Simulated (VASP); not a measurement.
# Sn (I4_1/amd) in VASP: notebook, part 2 of 2

VASP 6.6.1.

## 3. Single point, r2SCAN

This run uses another cell than the first one, of the same volume but with other edges.

The input, POSCAR:

```
Sn
1.0
    0.0000000000      3.0542265353      3.6650718424
    3.0542265353      0.0000000000      3.6650718424
    3.0542265353      3.0542265353      0.0000000000
Sn
2
Direct
    0.5000000000      0.5000000000      0.5000000000
    0.7500000000      0.7500000000      0.7500000000
```

The input, INCAR.step1:

```
ALGO     = Normal         # electronic algorithm
EDIFF    = 1E-4           # SCF threshold, eV
ENCUT    = 520            # plane-wave cutoff, eV
GGA      = PE             # functional
ISMEAR   = 0              # smearing method
LASPH    = T              # aspherical terms in the spheres
LCHARG   = F              # write CHGCAR
LREAL    = F              # projectors in reciprocal space
LWAVE    = T              # write WAVECAR
NBANDS   = 21             # bands
NELM     = 60             # most SCF steps
PREC     = Accurate       # precision mode
SIGMA    = 0.15           # smearing width, eV
```

The input, INCAR.step2:

```
ALGO     = Normal         # electronic algorithm
EDIFF    = 1E-6           # SCF threshold, eV
ENCUT    = 520            # plane-wave cutoff, eV
ISIF     = 2              # what is computed and relaxed
ISMEAR   = 0              # smearing method
ISTART   = 1            
LASPH    = T              # aspherical terms in the spheres
LCHARG   = F              # write CHGCAR
LMIXTAU  = T            
LREAL    = F              # projectors in reciprocal space
LWAVE    = F              # write WAVECAR
METAGGA  = R2SCAN         # meta-GGA
NBANDS   = 21             # bands
NELM     = 60             # most SCF steps
PREC     = Accurate       # precision mode
SIGMA    = 0.15           # smearing width, eV
```

The input, KPOINTS:

```
k-points
0
Gamma
  10 10 10
```

Potentials or basis: VASP PAW PBE potentials, release 64 (Sn_d).

Started as:

```bash
> cat potpaw_PBE.64/Sn_d/POTCAR > POTCAR
> cp INCAR.step1 INCAR
> mpirun -np 1 vasp_std > vasp.out
> cp INCAR.step2 INCAR
> mpirun -np 1 vasp_std > vasp.out
```

OUTCAR:

```text
EDIFF = 1E-6
   ENCUT = 520
   ISIF = 2
   ISMEAR = 0
   ISTART = 1
   LASPH = T
   LREAL = F
   METAGGA = R2SCAN
   NELM = 60
   PREC = Accurate

 ion  position               nearest neighbor table
   1  0.500  0.500  0.500-   2 2.83   2 2.83   2 2.83   2 2.83
   2  0.750  0.750  0.750-   1 2.83   1 2.83   1 2.83   1 2.83

  LATTYP: Found a body centered tetragonal cell.
 ALAT       =     4.3193285888
 C/A-ratio  =     1.6970562749

  Lattice vectors:

[... 762 lines left out ...]

 [... further k-points ...]

------------------------ aborting loop because EDIFF is reached ----------------------------------------

  FORCE on cell =-STRESS in cart. coord.  units (eV):
  Direction    XX          YY          ZZ          XY          YZ          ZX
  --------------------------------------------------------------------------------------
  -------------------------------------------------------------------------------------
  Total        1.7215599      1.7215599     -1.5654497      0.0000000      0.0000000      0.0000000
  in kB       40.3383139     40.3383139    -36.6804546      0.0000000      0.0000000      0.0000000
  external PRESSURE =      14.6653911 kB  Pullay stress =       0.0000000 kB

 VOLUME and BASIS-vectors are now :
 -----------------------------------------------------------------------------
  energy-cutoff  :      520.00
  volume of cell :       68.38
      direct lattice vectors                 reciprocal lattice vectors
     0.000000000  3.054226535  3.665071842    -0.163707569  0.163707569  0.136422974
     3.054226535  0.000000000  3.665071842     0.163707569 -0.163707569  0.136422974
     3.054226535  3.054226535  0.000000000     0.163707569  0.163707569 -0.136422974

 POSITION                                       TOTAL-FORCE (eV/Angst)
 -----------------------------------------------------------------------------------
      3.05423      3.05423      3.66507        -0.000000     -0.000000      0.000000
      4.58134      4.58134      5.49761         0.000000      0.000000      0.000000
 -----------------------------------------------------------------------------------
    total drift:                                0.000000      0.000000      0.000000

  FREE ENERGIE OF THE ION-ELECTRON SYSTEM (eV)
  ---------------------------------------------------
  free  energy   TOTEN  =       -49.2884307566 eV

  energy  without entropy=      -49.2864853058  energy(sigma->0) =      -49.28745803
```

It took 8.3 min on 1 thread of Intel Xeon 8259CL, shared host; peak memory 0.28 GiB.

What came out:

```yaml
Free_energy: -49.2884 eV
Pressure: 1.5 GPa
Band_gap_on_the_k_mesh: zero (bands 14 and 15 overlap by 0.82 eV)
```

Levels at points of the mesh, in eV from the Fermi level:
| k point | band 11 | band 12 | band 13 | band 14 | band 15 | band 16 | band 17 | band 18 |
| --- | --- | --- | --- | --- | --- | --- | --- | --- |
| (0.00, 0.00, 0.00) | -11.20 | -1.14 | -0.83 | 0.38 | 0.38 | 1.96 | 1.96 | 2.75 |
| (0.50, 0.00, 0.00) | -9.47 | -6.70 | -2.08 | -0.59 | -0.44 | 3.38 | 3.66 | 6.08 |
| (0.50, 0.50, 0.00) | -8.42 | -8.42 | -2.02 | -2.02 | 1.70 | 1.70 | 7.69 | 7.69 |
| (0.50, 0.00, 0.50) | -7.69 | -7.69 | -3.04 | -3.04 | 0.41 | 0.41 | 6.85 | 6.85 |

Caveat: the PAW data sets were made with another functional, which shifts forces and pressure a little; spin-orbit coupling is left out, which moves the levels of the heavy elements.

## 4. Single point, r2SCAN

This run uses another cell than the first one, of the same volume but with other edges.

The input, POSCAR:

```
Sn
1.0
    0.0000000000      3.5258469821      2.7501606460
    3.5258469821      0.0000000000      2.7501606460
    3.5258469821      3.5258469821      0.0000000000
Sn
2
Direct
    0.5000000000      0.5000000000      0.5000000000
    0.7500000000      0.7500000000      0.7500000000
```

The input, INCAR.step1:

```
PREC = Accurate ; ENCUT = 520
ISMEAR = 0 ; SIGMA = 0.15
LREAL = F ; LASPH = T
NELM = 80 ; NBANDS = 21
GGA = PE ; ALGO = Normal
EDIFF = 1E-4 ; LWAVE = T
LCHARG = F
```

The input, INCAR.step2:

```
PREC = Accurate ; ENCUT = 520
EDIFF = 1E-7 ; ISMEAR = 0
SIGMA = 0.15 ; LREAL = F
LASPH = T ; NELM = 80
ALGO = Normal ; ISIF = 2
LWAVE = F ; LCHARG = F
METAGGA = R2SCAN ; LMIXTAU = T
NBANDS = 21 ; ISTART = 1
```

The input, KPOINTS:

```
regular mesh
0
Gamma
  10 10 10
```

Started as:

```bash
> cat potpaw_PBE.64/Sn_d/POTCAR > POTCAR
> cp INCAR.step1 INCAR
> mpirun -np 1 vasp_std > vasp.out
> cp INCAR.step2 INCAR
> mpirun -np 1 vasp_std > vasp.out
```

It took 12 min on 1 thread of Intel Xeon 8259CL, shared host; peak memory 0.3 GiB.

It converged, with:

| Quantity | Value |
| --- | --- |
| Free energy | -49.2729 eV |
| Pressure | 0.7 GPa |
| Band gap on the k mesh | zero (bands 14 and 15 overlap by 0.77 eV) |

Stress tensor (GPa, compression positive):
```
-0.80  0.00  0.00
 0.00 -0.80  0.00
 0.00  0.00  3.66
```

Levels at points of the mesh, in eV from the Fermi level:
```
           k point  band 10  band 11  band 12  band 13  band 14  band 15  band 16  band 17  band 18  band 19
(0.00, 0.00, 0.00)   -21.84   -10.91    -0.61    -0.36    -0.36     1.02     1.85     2.98     2.98     5.74
(0.50, 0.00, 0.00)   -21.83    -9.16    -6.42    -1.84    -0.44    -0.33     2.97     4.35     6.83     7.89
(0.50, 0.50, 0.00)   -21.93    -7.11    -7.11    -3.31    -3.31     0.18     0.18     8.29     8.29     9.86
(0.50, 0.00, 0.50)   -21.83    -7.96    -7.96    -1.87    -1.87     1.70     1.70     6.56     6.56     8.00
```

Caveat: the PAW data sets were made with another functional, which shifts forces and pressure a little; spin-orbit coupling is left out, which moves the levels of the heavy elements.

## 5. Overview

| cell | gap on the mesh (eV) | pressure (GPa) |
| --- | --- | --- |
| a = 4.497, b = 4.497, c = 4.845 Å, angles 57.4, 57.4, 65.2°, 2 atoms | none | 1.3 |
| a = 4.771, b = 4.771, c = 4.319 Å, angles 63.1, 63.1, 53.8°, 2 atoms | none | 1.5 |
| a = 4.472, b = 4.472, c = 4.986 Å, angles 56.1, 56.1, 67.8°, 2 atoms | none | 0.7 |

Alike in all rows: task single point; level r2SCAN; potentials or basis VASP PAW PBE potentials, release 64 (Sn_d); no spin polarisation; k mesh 10 × 10 × 10; cutoff (eV) 520; smearing gaussian 0.15 eV.

Caveats: the PAW data sets were made with another functional, which shifts forces and pressure a little; spin-orbit coupling is left out, which moves the levels of the heavy elements.

Absolute energies hang on the potentials; compare differences alone.
